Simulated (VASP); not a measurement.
# TiO2 (P4_2/mnm) in VASP: a series of runs, part 2 of 2

VASP 6.6.1.

## 3. Single point, r2SCAN+U (uniaxial strain along c: -3.0 %, then relaxed in part)

POSCAR

```
TiO2
1.0
    4.6423881619      0.0000000000      0.0000000000
    0.0000000000      4.6423881619      0.0000000000
    0.0000000000      0.0000000000      2.9033802601
Ti O
2 4
Direct
    0.5000000000      0.5000000000      0.0000000000
    0.0000000000      0.0000000000      0.5000000000
    0.6956231230      0.6956231230      0.5000000000
    0.8043768770      0.1956231230      0.0000000000
    0.1956231230      0.8043768770      0.0000000000
    0.3043768770      0.3043768770      0.5000000000
```

INCAR.step1

```
PREC     = Accurate       # precision mode
ENCUT    = 520            # plane-wave cutoff, eV
ISMEAR   = 0              # smearing method
SIGMA    = 0.02           # smearing width, eV
LREAL    = F              # projectors in reciprocal space
LASPH    = T              # aspherical terms in the spheres
NELM     = 150            # most SCF steps
LMAXMIX  = 4              # l up to which the mixer works
LDAU     = T              # DFT+U
LDAUTYPE = 2            
LDAUL    = 2 -1           # shell
LDAUU    = 4 0            # U, eV
LDAUJ    = 0 0          
NBANDS   = 33             # bands
GGA      = PE             # functional
ALGO     = Normal         # electronic algorithm
EDIFF    = 1E-4           # SCF threshold, eV
LWAVE    = T              # write WAVECAR
LCHARG   = F              # write CHGCAR
```

INCAR.step2

```
PREC     = Accurate       # precision mode
ENCUT    = 520            # plane-wave cutoff, eV
EDIFF    = 1E-7           # SCF threshold, eV
ISMEAR   = 0              # smearing method
SIGMA    = 0.02           # smearing width, eV
LREAL    = F              # projectors in reciprocal space
LASPH    = T              # aspherical terms in the spheres
NELM     = 150            # most SCF steps
ALGO     = Normal         # electronic algorithm
ISIF     = 2              # what is computed and relaxed
LWAVE    = F              # write WAVECAR
LCHARG   = F              # write CHGCAR
LMAXMIX  = 4              # l up to which the mixer works
LDAU     = T              # DFT+U
LDAUTYPE = 2            
LDAUL    = 2 -1           # shell
LDAUU    = 4 0            # U, eV
LDAUJ    = 0 0          
LDAUPRINT= 1            
METAGGA  = R2SCAN         # meta-GGA
LMIXTAU  = T            
NBANDS   = 33             # bands
ISTART   = 1
```

KPOINTS

```
Automatic mesh
0
Gamma
  6 6 8
```

Potentials or basis: VASP PAW PBE potentials, release 64 (Ti_sv, O).

Started as:

```console
$ cat potpaw_PBE.64/Ti_sv/POTCAR potpaw_PBE.64/O/POTCAR > POTCAR
$ cp INCAR.step1 INCAR
$ mpirun -np 1 vasp_std > vasp.out
$ cp INCAR.step2 INCAR
$ mpirun -np 1 vasp_std > vasp.out
```

OUTCAR:

```text
PREC = Accurate
   ENCUT = 520
   EDIFF = 1E-7
   ISMEAR = 0
   LREAL = F
   LASPH = T
   NELM = 150
   ISIF = 2
   METAGGA = R2SCAN
   ISTART = 1

 ion  position               nearest neighbor table
   1  0.500  0.500  0.000-   3 1.94   6 1.94   3 1.94   6 1.94   5 2.00   4 2.00
   2  0.000  0.000  0.500-   4 1.94   5 1.94   4 1.94   5 1.94   3 2.00   6 2.00
   3  0.696  0.696  0.500-   1 1.94   1 1.94   2 2.00
   4  0.804  0.196  0.000-   2 1.94   2 1.94   1 2.00
   5  0.196  0.804  0.000-   2 1.94   2 1.94   1 2.00
   6  0.304  0.304  0.500-   1 1.94   1 1.94   2 2.00

  LATTYP: Found a simple tetragonal cell.
 ALAT       =     4.6423881619
 C/A-ratio  =     0.6254066138

  Lattice vectors:

 A1 = (   4.6423881619,   0.0000000000,   0.0000000000)
 A2 = (   0.0000000000,   4.6423881619,   0.0000000000)
 A3 = (   0.0000000000,   0.0000000000,   2.9033802601)

Analysis of symmetry for initial positions (statically):
=====================================================================
 Subroutine PRICEL returns:
 Original cell was already a primitive cell.

 Routine SETGRP: Setting up the symmetry group for a
 simple tetragonal supercell.

 Subroutine GETGRP returns: Found 16 space group operations
 (whereof  8 operations were pure point group operations)
 out of a pool of 16 trial point group operations.

The static configuration has the point symmetry D_2h.
 The point group associated with its full space group is D_4h.

Analysis of symmetry for dynamics (positions and initial velocities):
=====================================================================
 Subroutine PRICEL returns:
 Original cell was already a primitive cell.

 Routine SETGRP: Setting up the symmetry group for a
 simple tetragonal supercell.

 Subroutine GETGRP returns: Found 16 space group operations
 (whereof  8 operations were pure point group operations)
 out of a pool of 16 trial point group operations.

The dynamic configuration has the point symmetry D_2h.
 The point group associated with its full space group is D_4h.

 Subroutine INISYM returns: Found 16 space group operations
 (whereof  8 operations are pure point group operations),
 and found     1 'primitive' translations

----------------------------------------------------------------------------------------

                                     Primitive cell

  volume of cell :      62.5730

  direct lattice vectors                    reciprocal lattice vectors
[... 163 lines left out ...]
  o =  0.0893  v =  0.0000  0.0000  0.0000  0.0000  0.0000 -0.0000 -0.0000  0.0000  0.0000 -1.0000      0.0000  0.0000  0.0000  0.0000  0.0000  0.0000  0.0000  0.0000  0.0000  0.0000
  o =  0.0915  v =  0.0000 -0.7071  0.0000  0.7071  0.0000  0.0000  0.0000  0.0000  0.0000  0.0000      0.0000  0.0000  0.0000  0.0000  0.0000  0.0000  0.0000  0.0000  0.0000  0.0000
  o =  0.0915  v =  0.0000  0.0000  0.0000  0.0000  0.0000  0.0000 -0.7071  0.0000  0.7071  0.0000      0.0000  0.0000  0.0000  0.0000  0.0000  0.0000  0.0000  0.0000  0.0000  0.0000
  o =  0.2353  v = -0.8379  0.0000 -0.5457  0.0000  0.0000  0.0000  0.0000  0.0000  0.0000  0.0000      0.0000  0.0000  0.0000  0.0000  0.0000  0.0000  0.0000  0.0000  0.0000  0.0000
  o =  0.2353  v =  0.0000  0.0000  0.0000  0.0000  0.0000 -0.8379  0.0000 -0.5457  0.0000  0.0000      0.0000  0.0000  0.0000  0.0000  0.0000  0.0000  0.0000  0.0000  0.0000  0.0000
  o =  0.2762  v =  0.0000  0.0000  0.0000  0.0000  0.0000  0.0000 -0.7071  0.0000 -0.7071  0.0000      0.0000  0.0000  0.0000  0.0000  0.0000  0.0000  0.0000  0.0000  0.0000  0.0000
  o =  0.2762  v =  0.0000 -0.7071  0.0000 -0.7071  0.0000  0.0000  0.0000  0.0000  0.0000  0.0000      0.0000  0.0000  0.0000  0.0000  0.0000  0.0000  0.0000  0.0000  0.0000  0.0000

atom =   2  type =  1  l = 2

 onsite density matrix

spin component  1

  0.1889  0.0000 -0.0712  0.0000 -0.0000
  0.0000  0.1838  0.0000 -0.0924  0.0000
 -0.0712  0.0000  0.1260  0.0000 -0.0000
  0.0000 -0.0924  0.0000  0.1838  0.0000
 -0.0000  0.0000 -0.0000  0.0000  0.0893

spin component  2

  0.1889  0.0000 -0.0712  0.0000 -0.0000
  0.0000  0.1838  0.0000 -0.0924  0.0000
 -0.0712  0.0000  0.1260  0.0000 -0.0000
  0.0000 -0.0924  0.0000  0.1838  0.0000
 -0.0000  0.0000 -0.0000  0.0000  0.0893

 occupancies and eigenvectors

  o =  0.0796  v = -0.5457 -0.0000 -0.8379  0.0000 -0.0000  0.0000  0.0000  0.0000  0.0000  0.0000      0.0000  0.0000  0.0000  0.0000  0.0000  0.0000  0.0000  0.0000  0.0000  0.0000
  o =  0.0796  v =  0.0000  0.0000  0.0000  0.0000  0.0000 -0.5457 -0.0000 -0.8379  0.0000 -0.0000      0.0000  0.0000  0.0000  0.0000  0.0000  0.0000  0.0000  0.0000  0.0000  0.0000
  o =  0.0893  v = -0.0000  0.0000 -0.0000  0.0000  1.0000  0.0000  0.0000  0.0000  0.0000  0.0000      0.0000  0.0000  0.0000  0.0000  0.0000  0.0000  0.0000  0.0000  0.0000  0.0000
  o =  0.0893  v =  0.0000  0.0000  0.0000  0.0000  0.0000 -0.0000  0.0000 -0.0000  0.0000  1.0000      0.0000  0.0000  0.0000  0.0000  0.0000  0.0000  0.0000  0.0000  0.0000  0.0000
  o =  0.0915  v =  0.0000 -0.7071  0.0000 -0.7071  0.0000  0.0000  0.0000  0.0000  0.0000  0.0000      0.0000  0.0000  0.0000  0.0000  0.0000  0.0000  0.0000  0.0000  0.0000  0.0000
  o =  0.0915  v =  0.0000  0.0000  0.0000  0.0000  0.0000  0.0000 -0.7071  0.0000 -0.7071  0.0000      0.0000  0.0000  0.0000  0.0000  0.0000  0.0000  0.0000  0.0000  0.0000  0.0000
  o =  0.2353  v = -0.8379 -0.0000  0.5457  0.0000 -0.0000  0.0000  0.0000  0.0000  0.0000  0.0000      0.0000  0.0000  0.0000  0.0000  0.0000  0.0000  0.0000  0.0000  0.0000  0.0000
  o =  0.2353  v =  0.0000  0.0000  0.0000  0.0000  0.0000 -0.8379 -0.0000  0.5457  0.0000 -0.0000      0.0000  0.0000  0.0000  0.0000  0.0000  0.0000  0.0000  0.0000  0.0000  0.0000
  o =  0.2762  v =  0.0000  0.0000  0.0000  0.0000  0.0000  0.0000  0.7071  0.0000 -0.7071 -0.0000      0.0000  0.0000  0.0000  0.0000  0.0000  0.0000  0.0000  0.0000  0.0000  0.0000
  o =  0.2762  v =  0.0000  0.7071  0.0000 -0.7071 -0.0000  0.0000  0.0000  0.0000  0.0000  0.0000      0.0000  0.0000  0.0000  0.0000  0.0000  0.0000  0.0000  0.0000  0.0000  0.0000

 number of electron      48.0000022 magnetization

 Free energy of the ion-electron system (eV)
  ---------------------------------------------------
  ext. energy  EPLUGINS =         0.00000000
  ---------------------------------------------------
  free energy    TOTEN  =       -64.61349178 eV

  energy without entropy =      -64.61349178  energy(sigma->0) =      -64.61349178

 E-fermi :   4.9116     XC(G=0): -12.1401

 val. band max:        4.7266471612   @ k =   0.0000   0.0000   0.0000
 cond. band min:       7.5207999978   @ k =   0.5000   0.5000   0.0000
 fundamental gap:      2.7941528366
 Fermi energy:         4.9115961038

 k-point     1 :       0.0000    0.0000    0.0000
  band No.  band energies     occupation
      1     -55.3353      2.00000
      2     -55.3196      2.00000
      3     -30.5411      2.00000
      4     -30.5411      2.00000
      5     -30.3827      2.00000
      6     -30.3827      2.00000
[... 853 lines left out ...]
     32      10.2312      0.00000
     33      11.8114      0.00000

 [... further k-points ...]

------------------------ aborting loop because EDIFF is reached ----------------------------------------

  FORCE on cell =-STRESS in cart. coord.  units (eV):
  Direction    XX          YY          ZZ          XY          YZ          ZX
  --------------------------------------------------------------------------------------
  -------------------------------------------------------------------------------------
  Total        1.8287729      1.8287729      7.4867624      0.0000000      0.0000000      0.0000000
  in kB       46.8256209     46.8256209    191.6981013      0.0000000      0.0000000      0.0000000
  external PRESSURE =      95.1164477 kB  Pullay stress =       0.0000000 kB

 VOLUME and BASIS-vectors are now :
 -----------------------------------------------------------------------------
  energy-cutoff  :      520.00
  volume of cell :       62.57
      direct lattice vectors                 reciprocal lattice vectors
     4.642388162  0.000000000  0.000000000     0.215406374  0.000000000  0.000000000
     0.000000000  4.642388162  0.000000000     0.000000000  0.215406374  0.000000000
     0.000000000  0.000000000  2.903380260     0.000000000  0.000000000  0.344426121

 POSITION                                       TOTAL-FORCE (eV/Angst)
 -----------------------------------------------------------------------------------
      2.32119      2.32119      0.00000         0.000000      0.000000      0.000000
      0.00000      0.00000      1.45169         0.000000      0.000000      0.000000
      3.22935      3.22935      1.45169         0.144342      0.144342      0.000000
      3.73423      0.90816      0.00000        -0.144342      0.144342      0.000000
      0.90816      3.73423      0.00000         0.144342     -0.144342      0.000000
      1.41304      1.41304      1.45169        -0.144342     -0.144342      0.000000
 -----------------------------------------------------------------------------------
    total drift:                                0.000000      0.000000      0.000000

  FREE ENERGIE OF THE ION-ELECTRON SYSTEM (eV)
  ---------------------------------------------------
  free  energy   TOTEN  =       -64.6134917789 eV

  energy  without entropy=      -64.6134917789  energy(sigma->0) =      -64.61349178
```

Wall time 6.3 min (1 thread of Intel Xeon 8259CL, shared host); peak memory 0.23 GiB.

Results:

```
Free energy            : -64.6135 eV
Pressure               : 9.5 GPa
Largest force          : 0.204 eV/Å
Band gap on the k mesh : 2.79 eV (least direct gap 2.82 eV)
```

Forces on the atoms (eV/Å):
```
Ti   0.000  0.000  0.000
Ti   0.000  0.000  0.000
O    0.144  0.144  0.000
O   -0.144  0.144  0.000
O    0.144 -0.144  0.000
O   -0.144 -0.144  0.000
```

Levels at points of the mesh, in eV from the valence-band top:
```csv
k point,band 21,band 22,band 23,band 24,band 25,band 26,band 27,band 28
"(0.00, 0.00, 0.00)",-0.74,-0.55,-0.55,0.00,2.82,3.00,3.56,3.60
"(0.50, 0.00, 0.00)",-1.56,-1.56,-0.78,-0.78,3.46,3.46,4.11,4.11
"(0.50, 0.50, 0.00)",-1.33,-1.33,-1.23,-1.23,2.79,2.79,3.62,3.62
"(0.00, 0.00, 0.50)",-2.25,-2.25,-1.53,-1.53,3.94,3.94,4.47,4.47
"(0.50, 0.00, 0.50)",-2.01,-2.01,-1.11,-1.11,2.94,2.94,4.49,4.49
"(0.50, 0.50, 0.50)",-1.24,-1.24,-0.77,-0.77,3.60,3.60,4.13,4.13
```

Eigenvalues of the final occupation matrices:
| site | spin | trace | eigenvalues |
| --- | --- | --- | --- |
| site 1 d | 1 | 0.77 | 0.08 0.09 0.09 0.24 0.28 |
| site 1 d | 2 | 0.77 | 0.08 0.09 0.09 0.24 0.28 |
| site 2 d | 1 | 0.77 | 0.08 0.09 0.09 0.24 0.28 |
| site 2 d | 2 | 0.77 | 0.08 0.09 0.09 0.24 0.28 |

Caveat: the cell differs from its parent crystal (uniaxial strain along c: -3.0 %, then relaxed in part); the stress differs along the axes, from 5 to 19 GPa; the PAW data sets were made with another functional, which shifts forces and pressure a little. A k mesh can miss the band edges.

## 4. Single point, r2SCAN+U

This run uses another cell than the first one, of 10.43 Å³/atom.

POSCAR is that of step 3.

INCAR.step1

```
SYSTEM = TiO2
ALGO     = Normal         ! electronic algorithm
EDIFF    = 1E-4           ! SCF threshold, eV
ENCUT    = 520            ! plane-wave cutoff, eV
GGA      = PE             ! functional
ISMEAR   = 0              ! smearing method
LASPH    = .TRUE.         ! aspherical terms in the spheres
LCHARG   = .FALSE.        ! write CHGCAR
LDAU     = .TRUE.         ! DFT+U
LDAUJ    = 0 0          
LDAUL    = 2 -1           ! shell
LDAUTYPE = 2            
LDAUU    = 4 0            ! U, eV
LMAXMIX  = 4              ! l up to which the mixer works
LREAL    = .FALSE.        ! projectors in reciprocal space
LWAVE    = .TRUE.         ! write WAVECAR
NBANDS   = 33             ! bands
NELM     = 150            ! most SCF steps
PREC     = Accurate       ! precision mode
SIGMA    = 0.02           ! smearing width, eV
```

INCAR.step2

```
SYSTEM = TiO2
ALGO     = Normal         ! electronic algorithm
EDIFF    = 1E-6           ! SCF threshold, eV
ENCUT    = 520            ! plane-wave cutoff, eV
ISIF     = 2              ! what is computed and relaxed
ISMEAR   = 0              ! smearing method
ISTART   = 1            
LASPH    = .TRUE.         ! aspherical terms in the spheres
LCHARG   = .TRUE.         ! write CHGCAR
LDAU     = .TRUE.         ! DFT+U
LDAUJ    = 0 0          
LDAUL    = 2 -1           ! shell
LDAUPRINT= 1            
LDAUTYPE = 2            
LDAUU    = 4 0            ! U, eV
LELF     = .TRUE.         ! ELF
LMAXMIX  = 4              ! l up to which the mixer works
LMIXTAU  = .TRUE.       
LREAL    = .FALSE.        ! projectors in reciprocal space
LVHAR    = .TRUE.       
LWAVE    = .FALSE.        ! write WAVECAR
METAGGA  = R2SCAN         ! meta-GGA
NBANDS   = 33             ! bands
NELM     = 150            ! most SCF steps
PREC     = Accurate       ! precision mode
SIGMA    = 0.02           ! smearing width, eV
```

KPOINTS

```
k-points
0
G
  6 6 8
  0 0 0
```

Started as:

```console
$ cat potpaw_PBE.64/Ti_sv/POTCAR potpaw_PBE.64/O/POTCAR > POTCAR
$ cp INCAR.step1 INCAR
$ mpirun -np 1 vasp_std > vasp.out
$ cp INCAR.step2 INCAR
$ mpirun -np 1 vasp_std > vasp.out
```

It took 5.6 min on 1 thread of Intel Xeon 8259CL, shared host; peak memory 0.23 GiB.

Results (log left out):

```
Free energy            : -64.6135 eV
Pressure               : 9.5 GPa
Largest force          : 0.204 eV/Å
Band gap on the k mesh : 2.79 eV (least direct gap 2.82 eV)
```

Forces on the atoms (eV/Å):
```
Ti   0.000  0.000  0.000
Ti   0.000  0.000  0.000
O    0.144  0.144  0.000
O   -0.144  0.144  0.000
O    0.144 -0.144  0.000
O   -0.144 -0.144  0.000
```

Stress tensor (GPa, compression positive):
```
 4.68  0.00  0.00
 0.00  4.68  0.00
 0.00  0.00 19.17
```

Levels at points of the mesh, in eV from the valence-band top:
| k point | band 22 | band 23 | band 24 | band 25 | band 26 | band 27 |
| --- | --- | --- | --- | --- | --- | --- |
| (0.00, 0.00, 0.00) | -0.55 | -0.55 | 0.00 | 2.82 | 3.00 | 3.56 |
| (0.50, 0.00, 0.00) | -1.56 | -0.78 | -0.78 | 3.46 | 3.46 | 4.11 |
| (0.50, 0.50, 0.00) | -1.33 | -1.23 | -1.23 | 2.79 | 2.79 | 3.62 |
| (0.00, 0.00, 0.50) | -2.25 | -1.53 | -1.53 | 3.94 | 3.94 | 4.47 |
| (0.50, 0.00, 0.50) | -2.01 | -1.11 | -1.11 | 2.94 | 2.94 | 4.49 |
| (0.50, 0.50, 0.50) | -1.24 | -0.77 | -0.77 | 3.60 | 3.60 | 4.13 |

Eigenvalues of the final occupation matrices:
```csv
site,spin,trace,eigenvalues
site 1 d,1,0.77,0.08 0.09 0.09 0.24 0.28
site 1 d,2,0.77,0.08 0.09 0.09 0.24 0.28
site 2 d,1,0.77,0.08 0.09 0.09 0.24 0.28
site 2 d,2,0.77,0.08 0.09 0.09 0.24 0.28
```

Caveat: the stress differs along the axes, from 5 to 19 GPa; the PAW data sets were made with another functional, which shifts forces and pressure a little. A k mesh can miss the band edges.
